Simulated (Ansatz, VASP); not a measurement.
## AlRu: VASP beside Ansatz

File INCAR:

```
SYSTEM = AlRu
ALGO     = Fast           ! electronic algorithm
EDIFF    = 1E-6           ! SCF threshold, eV
ENCUT    = 520            ! plane-wave cutoff, eV
GGA      = PS             ! functional
ISIF     = 2              ! what is computed and relaxed
ISMEAR   = 0              ! smearing method
LASPH    = .True.         ! aspherical terms in the spheres
LCHARG   = .False.        ! write CHGCAR
LREAL    = .False.        ! projectors in reciprocal space
LWAVE    = .False.        ! write WAVECAR
NBANDS   = 16             ! bands
NELM     = 80             ! most SCF steps
PREC     = Accurate       ! precision mode
SIGMA    = 0.15           ! smearing width, eV
```

The input KPOINTS:

```
k-points
0
Gamma
  16 16 16
  0 0 0
```

Contents of POSCAR:

```
AlRu
1.0
    3.0813480000      0.0000000000      0.0000000000
    0.0000000000      2.9916000000      0.0000000000
    0.0000000000      0.0000000000      2.9916000000
Al Ru
1 1
Direct
    0.0000000000      0.0000000000      0.0000000000
    0.5000000000      0.5000000000      0.5000000000
```

Input for Ansatz:

```yaml
crystal:
  lattice:
    - [3.081348, 0.0, 0.0]
    - [0.0, 2.9916, 0.0]
    - [0.0, 0.0, 2.9916]
  atoms:
    - { symbol: Al, position: [0.0, 0.0, 0.0] }
    - { symbol: Ru, position: [0.5, 0.5, 0.5] }
basis:
  ecutwfc: 420
kpoints:
  mp_grid: { grid: [16, 16, 16] }
hamiltonian:
  xc: pbesol
scf:
  occupations: { method: gaussian, width: 0.15 }
output:
  forces: true
  stress: true
  eigenvalues: true
```

Change from the starting cell: strain +0.0300 x Voigt [1, 0, 0, 0, 0, 0], atoms carried along.

Alike in both runs: task single point; functional PBEsol; k mesh 16 × 16 × 16; occupations gaussian, width 0.15 eV; no spin polarisation.

```csv
,VASP,Ansatz
version,VASP 6.6.1,Ansatz 0.2.0
potentials or method,"VASP PAW PBE potentials, release 64 (Al, Ru_pv), cutoff 520 eV","scalar-relativistic, plane waves, PAW"
valence electrons in the cell,17,19
```

|  | VASP | Ansatz | Ansatz less VASP |
| --- | --- | --- | --- |
| gap on the k mesh at the Fermi level (eV) | none | none | - |
| pressure (GPa) | -8.9 | -8.8 | +0.04 |
| traceless stress, the component that is largest in VASP (GPa) | -2.99 | -2.98 | +0.016 |

VASP's potentials were made for PBE, not for PBEsol. A gap of «none» marks a metal or a gap that the smearing closes. VASP's potentials hold 17 valence electrons a cell and Ansatz's 19, so a difference there can come from the potentials and not from the codes.
